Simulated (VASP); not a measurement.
# C (Fd-3m) in VASP: a series of runs

Runs on C. Level: r2SCAN. Tasks: phonons.

Program: VASP 6.6.1. These are calculated values, not measurements. Logs are shortened: lines on timing, memory, paths and dates and some standing lists are left out, and cuts for length are marked.

## 1. The cell of the first run

The structure is cubic, space group Fd-3m (No. 227). Conventional cell: a = 3.535 Å, b = 3.535 Å, c = 3.535 Å, α = 90.00°, β = 90.00°, γ = 90.00°. Within 2.0 Å of C (site symmetry -43m) lie 4 C at 1.53 Å.

## 2. Phonons, r2SCAN

Input file INCAR:

```
SYSTEM = C
PREC = Accurate
ENCUT = 520
EDIFF = 1E-8
ISMEAR = 0
SIGMA = 0.01
LREAL = .FALSE.
LASPH = .TRUE.
NELM = 100
ALGO = Normal
ISIF = 2
LWAVE = .FALSE.
LCHARG = .FALSE.
METAGGA = R2SCAN
LMIXTAU = .TRUE.
IBRION = 6
NFREE = 2
POTIM = 0.015
NSW = 1
```

Input file KPOINTS:

```
regular mesh
0
G
  12 12 12
  0 0 0
```

Input file POSCAR:

```
C
1.0
    1.7675122830      1.7675122830      0.0000000000
   -1.7675122830      1.7675122830      0.0000000000
    0.0000000000      1.7675122830      1.7675122830
C
2
Direct
    0.5000000000      0.5000000000      0.0000000000
    0.7500000000      0.2500000000      0.5000000000
```

Potentials or basis: VASP PAW PBE potentials, release 64 (C).

Run with:

```console
$ cat potpaw_PBE.64/C/POTCAR > POTCAR
$ mpirun -np 1 vasp_std > vasp.out
```

OUTCAR:

```text
SYSTEM = C
   PREC = Accurate
   ENCUT = 520
   EDIFF = 1E-8
   ISMEAR = 0
   LREAL = .FALSE.
   LASPH = .TRUE.
   NELM = 100
   ISIF = 2
   METAGGA = R2SCAN
   IBRION = 6
   NFREE = 2
   POTIM = 0.015
   NSW = 1

 ion  position               nearest neighbor table
   1  0.500  0.500  0.000-   2 1.53   2 1.53   2 1.53   2 1.53
   2  0.750  0.250  0.500-   1 1.53   1 1.53   1 1.53   1 1.53

  LATTYP: Found a face centered cubic cell.
 ALAT       =     3.5350245660

  Lattice vectors:

 A1 = (   0.0000000000,   1.7675122830,   1.7675122830)
 A2 = (   1.7675122830,   0.0000000000,   1.7675122830)
 A3 = (   1.7675122830,   1.7675122830,   0.0000000000)

Analysis of symmetry for initial positions (statically):
=====================================================================
 Subroutine PRICEL returns:
 Original cell was already a primitive cell.

 Routine SETGRP: Setting up the symmetry group for a
 face centered cubic supercell.

 Subroutine GETGRP returns: Found 48 space group operations
 (whereof 24 operations were pure point group operations)
 out of a pool of 48 trial point group operations.

The static configuration has the point symmetry T_d .
 The point group associated with its full space group is O_h .

Analysis of symmetry for dynamics (positions and initial velocities):
=====================================================================
 Subroutine PRICEL returns:
 Original cell was already a primitive cell.

 Routine SETGRP: Setting up the symmetry group for a
 face centered cubic supercell.

 Subroutine GETGRP returns: Found 48 space group operations
 (whereof 24 operations were pure point group operations)
 out of a pool of 48 trial point group operations.

The dynamic configuration has the point symmetry T_d .
 The point group associated with its full space group is O_h .

 Subroutine INISYM returns: Found 48 space group operations
 (whereof 24 operations are pure point group operations),
 and found     1 'primitive' translations
[... 149 lines left out ...]
  Direction    XX          YY          ZZ          XY          YZ          ZX
  --------------------------------------------------------------------------------------
  -------------------------------------------------------------------------------------
  Total        0.7732407      0.7732407      0.7732407      0.0000000      0.0000000      0.0000000
  in kB      112.1780738    112.1780738    112.1780738      0.0000000      0.0000000      0.0000000
  external PRESSURE =     112.1780738 kB  Pullay stress =       0.0000000 kB
[... 59 lines left out ...]
--------------------------------------- Ionic step        3  -------------------------------------------

 number of electron       7.9999999 magnetization

 Free energy of the ion-electron system (eV)
  ---------------------------------------------------
  ext. energy  EPLUGINS =         0.00000000
  ---------------------------------------------------
  free energy    TOTEN  =       -19.64311718 eV

  energy without entropy =      -19.64311718  energy(sigma->0) =      -19.64311718

 E-fermi :  10.3935     XC(G=0): -14.4057

 val. band max:       10.3552453451   @ k =   0.0000   0.0000   0.0000
 cond. band min:      14.5070945108   @ k =   0.0000   0.0000  -0.3333
 fundamental gap:      4.1518491657
 Fermi energy:        10.3934659082

 k-point     1 :       0.0000    0.0000    0.0000
  band No.  band energies     occupation
      1     -12.9643      2.00000
      2       9.8569      2.00000
      3      10.1095      2.00000
      4      10.3552      2.00000
      5      15.8011      0.00000
      6      16.0112      0.00000
      7      16.2325      0.00000
      8      24.5713      0.00000
[... 243 lines left out ...]
 k-point    24 :      -0.4167    0.1667    0.0000
  band No.  band energies     occupation
      1      -8.5255      2.00000
      2      -0.4823      2.00000
      3       5.3924      2.00000
      4       5.8057      2.00000
      5      17.3043      0.00000
      6      21.7673      0.00000
      7      22.1780      0.00000
      8      23.6661      0.00000

 [... further k-points ...]
[... 5 lines left out ...]
  --------------------------------------------------------------------------------------
  -------------------------------------------------------------------------------------
  Total        0.7760008      0.7805171      0.7805171      0.0000000     -0.0560842     -0.0000000
  in kB      112.5784971    113.2336987    113.2336987      0.0000000     -8.1364214     -0.0000000
  external PRESSURE =     113.0152981 kB  Pullay stress =       0.0000000 kB
[... 17 lines left out ...]
  FREE ENERGIE OF THE ION-ELECTRON SYSTEM (eV)
  ---------------------------------------------------
  free  energy   TOTEN  =       -19.6431171780 eV

  energy  without entropy=      -19.6431171780  energy(sigma->0) =      -19.64311718

 INTERNAL STRAIN TENSORS FROM DISPLACED ATOMS
 ============================================

 INTERNAL STRAIN TENSOR FOR ION    1 for displacements in x,y,z  (eV/Angst):
          X           Y           Z          XY          YZ          ZX
  --------------------------------------------------------------------------------
  x    -0.00000    -0.00000    -0.00000    -0.00000     3.73968     0.00000
  y    -0.00000    -0.00000    -0.00000     0.00000    -0.00000     3.73968
  z    -0.00000    -0.00000    -0.00000     3.73968     0.00000     0.00000

 INTERNAL STRAIN TENSOR FOR ION    2 for displacements in x,y,z  (eV/Angst):
          X           Y           Z          XY          YZ          ZX
  --------------------------------------------------------------------------------
  x     0.00000     0.00000     0.00000     0.00000    -3.73968    -0.00000
  y     0.00000     0.00000     0.00000    -0.00000     0.00000    -3.73968
  z     0.00000     0.00000     0.00000    -3.73968    -0.00000    -0.00000

 Eigenvectors and eigenvalues of the dynamical matrix
 ----------------------------------------------------

   1 f  =   40.589954 THz   255.034200 2PiTHz 1353.935114 cm-1   167.866484 meV
             X         Y         Z           dx          dy          dz
      0.000000  1.767512  0.000000     0.000000   -0.707107    0.000000
      0.883756  2.651268  0.883756     0.000000    0.707107    0.000000
[... 21 lines left out ...]
   6 f  =    0.000000 THz     0.000000 2PiTHz    0.000000 cm-1     0.000000 meV
             X         Y         Z           dx          dy          dz
      0.000000  1.767512  0.000000     0.000000    0.000000    0.707107
      0.883756  2.651268  0.883756     0.000000    0.000000    0.707107

 ELASTIC MODULI CONTR FROM IONIC RELAXATION (kBar)
 Direction    XX          YY          ZZ          XY          YZ          ZX
 --------------------------------------------------------------------------------
 XX          -0.0000     -0.0000     -0.0000      0.0000      0.0000      0.0000
 YY          -0.0000     -0.0000     -0.0000      0.0000      0.0000      0.0000
 ZZ          -0.0000     -0.0000     -0.0000      0.0000      0.0000      0.0000
 XY           0.0000      0.0000      0.0000    -50.1160      0.0000      0.0000
 YZ           0.0000      0.0000      0.0000      0.0000    -50.1160      0.0000
 ZX           0.0000      0.0000      0.0000      0.0000      0.0000    -50.1160
 --------------------------------------------------------------------------------
```

It took 87 s on 1 thread of Intel Xeon 6975P-C (Granite Rapids), shared host; peak memory 0.14 GiB.

What came out:

```
Highest phonon frequency at Γ : 1354 cm⁻¹
```

Phonon frequencies in cm⁻¹ (negative: imaginary):
```
              q point           frequencies
(0.000, 0.000, 0.000)  0 0 0 1354 1354 1354
```

Caveat: the cell wasn't relaxed at this level first, which shifts response properties; the PAW data sets were made with another functional, which shifts forces and pressure a little.

## 3. Phonons, r2SCAN

This run uses another cell than the first one, of 5.62 Å³/atom, 1.017 times its volume.

Input file INCAR:

```
SYSTEM = C
PREC     = Accurate       ! precision mode
ENCUT    = 520            ! plane-wave cutoff, eV
EDIFF    = 1E-8           ! SCF threshold, eV
ISMEAR   = 0              ! smearing method
SIGMA    = 0.01           ! smearing width, eV
LREAL    = .FALSE.        ! projectors in reciprocal space
LASPH    = .TRUE.         ! aspherical terms in the spheres
NELM     = 100            ! most SCF steps
ALGO     = Normal         ! electronic algorithm
ISIF     = 2              ! what is computed and relaxed
LWAVE    = .FALSE.        ! write WAVECAR
LCHARG   = .TRUE.         ! write CHGCAR
METAGGA  = R2SCAN         ! meta-GGA
LMIXTAU  = .TRUE.       
IBRION   = 6              ! ionic algorithm
NFREE    = 2            
POTIM    = 0.015          ! step
NSW      = 1              ! ionic steps
```

KPOINTS is that of step 2.

Input file POSCAR:

```
C
1.0
    1.7775348587      1.7775348587      0.0000000000
   -1.7775348587      1.7775348587      0.0000000000
    0.0000000000      1.7775348587      1.7775348587
C
2
Direct
    0.5000000000      0.5000000000      0.0000000000
    0.7500000000      0.2500000000      0.5000000000
```

Potentials or basis: VASP PAW PBE potentials, release 64 (C).

Run with:

```console
$ cat potpaw_PBE.64/C/POTCAR > POTCAR
$ mpirun -np 1 vasp_std > vasp.out
```

OUTCAR:

```text
SYSTEM = C
   PREC = Accurate
   ENCUT = 520
   EDIFF = 1E-8
   ISMEAR = 0
   LREAL = .FALSE.
   LASPH = .TRUE.
   NELM = 100
   ISIF = 2
   METAGGA = R2SCAN
   IBRION = 6
   NFREE = 2
   POTIM = 0.015
   NSW = 1

 ion  position               nearest neighbor table
   1  0.500  0.500  0.000-   2 1.54   2 1.54   2 1.54   2 1.54
   2  0.750  0.250  0.500-   1 1.54   1 1.54   1 1.54   1 1.54

  LATTYP: Found a face centered cubic cell.
 ALAT       =     3.5550697174

  Lattice vectors:

 A1 = (   0.0000000000,   1.7775348587,   1.7775348587)
 A2 = (   1.7775348587,   0.0000000000,   1.7775348587)
 A3 = (   1.7775348587,   1.7775348587,   0.0000000000)

Analysis of symmetry for initial positions (statically):
=====================================================================
 Subroutine PRICEL returns:
 Original cell was already a primitive cell.

 Routine SETGRP: Setting up the symmetry group for a
 face centered cubic supercell.

 Subroutine GETGRP returns: Found 48 space group operations
 (whereof 24 operations were pure point group operations)
 out of a pool of 48 trial point group operations.

The static configuration has the point symmetry T_d .
 The point group associated with its full space group is O_h .

Analysis of symmetry for dynamics (positions and initial velocities):
=====================================================================
 Subroutine PRICEL returns:
 Original cell was already a primitive cell.

 Routine SETGRP: Setting up the symmetry group for a
 face centered cubic supercell.

[... 237 lines left out ...]

 val. band max:       10.1016041991   @ k =   0.0000   0.0000   0.0000
 cond. band min:      14.2171236167   @ k =   0.0000   0.0000  -0.3333
 fundamental gap:      4.1155194176
 Fermi energy:        10.2412328722

 k-point     1 :       0.0000    0.0000    0.0000
  band No.  band energies     occupation
      1     -12.9763      2.00000
      2       9.6108      2.00000
      3       9.8596      2.00000
      4      10.1016      2.00000
      5      15.5072      0.00000
      6      15.7146      0.00000
      7      15.9332      0.00000
      8      23.9098      0.00000
[... 243 lines left out ...]
 k-point    24 :      -0.4167    0.1667    0.0000
  band No.  band energies     occupation
      1      -8.5923      2.00000
      2      -0.6107      2.00000
      3       5.1969      2.00000
      4       5.6263      2.00000
      5      16.9856      0.00000
      6      21.3864      0.00000
      7      21.7149      0.00000
      8      23.2681      0.00000

 [... further k-points ...]
[... 5 lines left out ...]
  --------------------------------------------------------------------------------------
  -------------------------------------------------------------------------------------
  Total        0.2225685      0.2266336      0.2266336      0.0000000     -0.0419574      0.0000000
  in kB       31.7460663     32.3258841     32.3258841      0.0000000     -5.9845908      0.0000000
  external PRESSURE =      32.1326115 kB  Pullay stress =       0.0000000 kB
[... 17 lines left out ...]
  FREE ENERGIE OF THE ION-ELECTRON SYSTEM (eV)
  ---------------------------------------------------
  free  energy   TOTEN  =       -19.6520454519 eV

  energy  without entropy=      -19.6520454519  energy(sigma->0) =      -19.65204545

 INTERNAL STRAIN TENSORS FROM DISPLACED ATOMS
 ============================================

 INTERNAL STRAIN TENSOR FOR ION    1 for displacements in x,y,z  (eV/Angst):
          X           Y           Z          XY          YZ          ZX
  --------------------------------------------------------------------------------
  x    -0.00000     0.00000     0.00000    -0.00000     2.79793     0.00000
  y     0.00000    -0.00000     0.00000     0.00000    -0.00000     2.79793
  z     0.00000     0.00000    -0.00000     2.79793     0.00000     0.00000

 INTERNAL STRAIN TENSOR FOR ION    2 for displacements in x,y,z  (eV/Angst):
          X           Y           Z          XY          YZ          ZX
  --------------------------------------------------------------------------------
  x     0.00000    -0.00000    -0.00000     0.00000    -2.79793    -0.00000
  y    -0.00000     0.00000    -0.00000    -0.00000     0.00000    -2.79793
  z    -0.00000    -0.00000     0.00000    -2.79793    -0.00000    -0.00000

 Eigenvectors and eigenvalues of the dynamical matrix
 ----------------------------------------------------

   1 f  =   39.928726 THz   250.879585 2PiTHz 1331.878941 cm-1   165.131868 meV
             X         Y         Z           dx          dy          dz
      0.000000  1.777535  0.000000     0.171499    0.685994    0.000000
      0.888767  2.666302  0.888767    -0.171499   -0.685994    0.000000
[... 16 lines left out ...]
   5 f  =    0.000000 THz     0.000000 2PiTHz    0.000000 cm-1     0.000000 meV
             X         Y         Z           dx          dy          dz
      0.000000  1.777535  0.000000     0.000000   -0.000000    0.707107
      0.888767  2.666302  0.888767    -0.000000    0.000000    0.707107

   6 f/i=    0.000000 THz     0.000002 2PiTHz    0.000010 cm-1     0.000001 meV
             X         Y         Z           dx          dy          dz
      0.000000  1.777535  0.000000     0.704881   -0.056059    0.000000
      0.888767  2.666302  0.888767     0.704881   -0.056059    0.000000

 ELASTIC MODULI CONTR FROM IONIC RELAXATION (kBar)
 Direction    XX          YY          ZZ          XY          YZ          ZX
 --------------------------------------------------------------------------------
 XX          -0.0000      0.0000      0.0000     -0.0000      0.0000     -0.0000
 YY           0.0000     -0.0000     -0.0000     -0.0000     -0.0000      0.0000
 ZZ           0.0000     -0.0000     -0.0000      0.0000     -0.0000     -0.0000
 XY          -0.0000     -0.0000      0.0000    -28.5025     -0.0000     -0.0000
 YZ           0.0000     -0.0000     -0.0000     -0.0000    -28.5025      0.0000
 ZX          -0.0000      0.0000     -0.0000     -0.0000      0.0000    -28.5025
 --------------------------------------------------------------------------------
```

stdout:

```text
POSCAR found type information on POSCAR C
 POSCAR found :  1 types and       2 ions
 scaLAPACK will be used
 -----------------------------------------------------------------------------
|                                                                             |
|                                                                             |
|     You enforced a specific xc type in the INCAR file but a different       |
|     I HOPE YOU KNOW WHAT YOU ARE DOING!                                     |
|                                                                             |
 -----------------------------------------------------------------------------

 LDA part: xc-table for (None), standard interpolation
 POSCAR, INCAR and KPOINTS ok, starting setup
 FFT: planning ... GRIDC
 FFT: planning ... GRID_SOFT
 FFT: planning ... GRID
 WAVECAR not read
 entering main loop
 Found     1 degrees of freedom:
 Finite differences POTIM= 0.01500 DOF=   1
 bond charge predicted
 Finite differences progress:
 bond charge predicted
 Finite differences progress:
```

Wall time 86 s (1 thread of Intel Xeon 6975P-C (Granite Rapids), shared host); peak memory 0.14 GiB.

What came out:

```yaml
Highest_phonon_frequency_at_Γ: 1332 cm⁻¹
```

Phonon frequencies in cm⁻¹ (negative: imaginary):
```
              q point           frequencies
(0.000, 0.000, 0.000)  0 0 0 1332 1332 1332
```

Caveat: the cell wasn't relaxed at this level first, which shifts response properties; the PAW data sets were made with another functional, which shifts forces and pressure a little.

(Continued in part 2 of 2.)
